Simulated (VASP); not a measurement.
Here is a VASP 6.6.1 calculation.

The input INCAR:

```
SYSTEM = SiO2
PREC     = Accurate       ! precision mode
ENCUT    = 520            ! plane-wave cutoff, eV
EDIFF    = 1E-7           ! SCF threshold, eV
ISMEAR   = 0              ! smearing method
SIGMA    = 0.05           ! smearing width, eV
LREAL    = .FALSE.        ! projectors in reciprocal space
LASPH    = .TRUE.         ! aspherical terms in the spheres
NELM     = 80             ! most SCF steps
ALGO     = Normal         ! electronic algorithm
ISIF     = 2              ! what is computed and relaxed
LWAVE    = .FALSE.        ! write WAVECAR
LCHARG   = .FALSE.        ! write CHGCAR
GGA      = CA             ! functional
NBANDS   = 25             ! bands
```

File KPOINTS:

```
regular mesh
0
G
  6 6 10
  0 0 0
```

Contents of POSCAR:

```
SiO2
1.0
    4.2690235807      0.0000000000      0.0000000000
    0.0000000000      4.2690235807      0.0000000000
    0.0000000000      0.0000000000      2.2792316897
Si O
2 4
Direct
    0.5000000000      0.5000000000      0.5000000000
    0.0000000000      0.0000000000      0.0000000000
    0.6944252994      0.6944252994      0.0000000000
    0.1944252994      0.8055747006      0.5000000000
    0.3055747006      0.3055747006      0.0000000000
    0.8055747006      0.1944252994      0.5000000000
```

Potentials or basis: VASP PAW LDA potentials, release 64 (Si, O).

Launch:

```bash
$ cat potpaw_LDA.64/Si/POTCAR potpaw_LDA.64/O/POTCAR > POTCAR
$ mpirun -np 1 vasp_std > vasp.out
```

Task: Estimate the band gap on the k mesh.

Result: 7.26 eV.

Task: Predict the pressure.

Result: 63.3 GPa.

Task: Estimate the largest force.

Result: 0.459 eV/Å.

Stress tensor (GPa, compression positive):
```
 14.11   0.00   0.00
  0.00  14.11   0.00
  0.00   0.00 161.61
```

Caveat: the cell stands under pressure. A k mesh can miss the band edges.
